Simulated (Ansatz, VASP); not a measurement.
One calculation of C, two programs

```
C
1.0
     0.01338    1.78340    1.78340
     1.78340    0.01338    1.78340
     1.79678    1.79678    0.00000
C
2
Direct
  0.50000 0.50000 0.50000
  0.75000 0.75000 0.75000
```

Change from the starting cell: xy shear strain of +1.5 %.

Alike in both runs: task single point; functional PBE; k mesh 16 × 16 × 16; occupations fermi-dirac, width 0.03 eV; no spin polarisation.

```csv
,VASP,Ansatz
version,VASP 6.6.1,Ansatz 0.2.0
potentials or method,"VASP PAW PBE potentials, release 64 (C), cutoff 520 eV","all-electron LAPW, scalar-relativistic"
```

Ansatz gave:

```
gap on the k mesh at the Fermi level (eV)                     : 4.11
pressure (GPa)                                                : 1.9
traceless stress, the component that is largest in VASP (GPa) : -8.51
rms of the force components (eV/Å)                            : 0.025
```

Estimate VASP's values.

gap on the k mesh at the Fermi level (eV): 4.10; pressure (GPa): 2.6; traceless stress, the component that is largest in VASP (GPa): -8.55; rms of the force components (eV/Å): 0.028.

Atom by atom the forces differ by 0.002 eV/Å (rms over components). Ansatz ran all-electron here, and VASP with PAW potentials.
